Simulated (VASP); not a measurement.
Os:

```
CELL_PARAMETERS angstrom
2.69715 0.00000 0.00000
-1.34857 2.33580 0.00000
0.00000 0.00000 4.26132
ATOMIC_POSITIONS crystal
Os 0.66667 0.33333 0.75000
Os 0.33333 0.66667 0.25000
```

Base run:

| Item | Value |
| --- | --- |
| Program | VASP 6.6.1 |
| Functional | PBEsol |
| Dispersion | D3(BJ) |
| Potentials or basis | VASP PAW PBE potentials, release 64 (Os_sv_GW) |
| Cutoff | 560 eV |
| k mesh | 11 × 11 × 6 |
| Occupations | fermi-dirac, width 0.05 eV |
| Spin | no spin polarisation |

Its results: band gap on the k mesh zero (bands 16 and 17 overlap by 4.17 eV); pressure 6.4 GPa.

The run is repeated on the same cell with these changes: functional from PBEsol to r2SCAN; cutoff from 560 eV to 620 eV. What comes out?

Band gap on the k mesh zero (bands 16 and 17 overlap by 4.34 eV); pressure 16.0 GPa.

Caveats: the cell stands under pressure; the PAW data sets were made with another functional, which shifts forces and pressure a little; spin-orbit coupling is left out, which moves the levels of the heavy elements.
